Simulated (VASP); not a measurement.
A run of VASP 6.6.1 is set up as follows.

The input POSCAR:

```
Li2S
1.0
    0.0000000000      2.8452942310      2.8452942310
    2.8452942310      0.0000000000      2.8452942310
    2.8452942310      2.8452942310      0.0000000000
S Li
1 2
Direct
    0.0000000000      0.0000000000      0.0000000000
    0.2500000000      0.2500000000      0.2500000000
    0.7500000000      0.7500000000      0.7500000000
```

The input INCAR.step1:

```
PREC     = Accurate       # precision mode
ENCUT    = 830            # plane-wave cutoff, eV
ISMEAR   = 0              # smearing method
SIGMA    = 0.01           # smearing width, eV
LREAL    = F              # projectors in reciprocal space
LASPH    = T              # aspherical terms in the spheres
NELM     = 120            # most SCF steps
NBANDS   = 13             # bands
GGA      = PE             # functional
ALGO     = Normal         # electronic algorithm
EDIFF    = 1E-5           # SCF threshold, eV
LWAVE    = T              # write WAVECAR
LCHARG   = F              # write CHGCAR
GGA_COMPAT= F
```

INCAR.step2

```
PREC     = Accurate       # precision mode
ENCUT    = 830            # plane-wave cutoff, eV
EDIFF    = 1E-6           # SCF threshold, eV
ISMEAR   = 0              # smearing method
SIGMA    = 0.01           # smearing width, eV
LREAL    = F              # projectors in reciprocal space
LASPH    = T              # aspherical terms in the spheres
NELM     = 120            # most SCF steps
ALGO     = Normal         # electronic algorithm
ISIF     = 2              # what is computed and relaxed
LWAVE    = F              # write WAVECAR
LCHARG   = T              # write CHGCAR
METAGGA  = R2SCAN         # meta-GGA
LMIXTAU  = T            
LELF     = T              # ELF
LVHAR    = T            
NBANDS   = 13             # bands
ISTART   = 1            
GGA_COMPAT= F
```

Contents of KPOINTS:

```
Automatic mesh
0
Gamma
  8 8 8
```

Potentials or basis: VASP PAW PBE potentials, release 64 (S, Li_sv).

Run with:

```sh
$ cat potpaw_PBE.64/S/POTCAR potpaw_PBE.64/Li_sv/POTCAR > POTCAR
$ cp INCAR.step1 INCAR
$ mpirun -np 1 vasp_std > vasp.out
$ cp INCAR.step2 INCAR
$ mpirun -np 1 vasp_std > vasp.out
```

Task: Predict the band gap on the k mesh.

Result: 3.86 eV (least direct gap 5.05 eV).

Task: Estimate the pressure.

Result: -0.2 GPa.

Caveat: the PAW data sets were made with another functional, which shifts forces and pressure a little. A k mesh can miss the band edges.
